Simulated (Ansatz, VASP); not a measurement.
This is a calculation of Au for Ansatz 0.2.0.

File input.yaml:

```yaml
crystal:
  lattice:
    - [-1.657269, 1.657269, 1.657269]
    - [1.657269, -1.657269, 1.657269]
    - [1.657269, 1.657269, -1.657269]
  atoms:
    - { symbol: Au, position: [0.0, 0.0, 0.0] }
hamiltonian:
  xc: pbesol
  pseudopotentials: { kind: paw }
kpoints:
  mp_grid: { grid: [11, 11, 11] }
scf:
  occupations: { method: fermi_dirac, width: 0.05 }
output:
  forces: true
  stress: true
  eigenvalues: true
relax:
  f_tol: 0.01
  max_steps: 40
  cell: { stress_tol: 0.05 }
```

Potentials or basis: Ansatz PAW.

Launch:

```bash
$ ansatz run input.yaml --threads 2 --pin off --max-ram 5632MiB --backend cpu --events-out ev --progress --plain --runs-dir out
```

Translate it to VASP 6.6.1. Potentials there: VASP PAW PBE potentials, release 64 (Au).

As run (the cutoff follows the program's own potentials):

INCAR

```
SYSTEM = Au
PREC = Accurate
ENCUT = 600
EDIFF = 1E-6
ISMEAR = -1
SIGMA = 0.05
LREAL = .False.
LASPH = .True.
NELM = 100
ALGO = Normal
ISIF = 3
LWAVE = .False.
LCHARG = .False.
GGA = PS
IBRION = 2
NSW = 60
EDIFFG = -0.01
```

File KPOINTS:

```
Automatic mesh
0
Gamma
  11 11 11
  0 0 0
```

Contents of POSCAR:

```
Au
1.0
   -1.6572690000      1.6572690000      1.6572690000
    1.6572690000     -1.6572690000      1.6572690000
    1.6572690000      1.6572690000     -1.6572690000
Au
1
Direct
    0.0000000000      0.0000000000      0.0000000000
```

Potentials or basis: VASP PAW PBE potentials, release 64 (Au).

Launch:

```bash
$ cat potpaw_PBE.64/Au/POTCAR > POTCAR
$ mpirun -np 1 vasp_std > vasp.out
```

Both were run:

|  | VASP | Ansatz | Ansatz less VASP |
| --- | --- | --- | --- |
| gap on the k mesh at the Fermi level, each at its own relaxed structure (eV) | none | none | - |
| relaxed volume (Å³/atom) | 17.07 | 17.08 | +0.011 |
| relaxed cell length with the largest relative difference (Å) | 2.810 | 2.810 | +0.0006 |

VASP's potentials were made for PBE, not for PBEsol. A gap of «none» marks a metal or a gap that the smearing closes. VASP's potentials hold 11 valence electrons a cell and Ansatz's 19, so a difference there can come from the potentials and not from the codes.

Spin-orbit coupling is off throughout. Noted on Ansatz's run: the plane-wave basis is chosen anew once the cell has moved, so the energies of steps on either side of that aren't comparable.
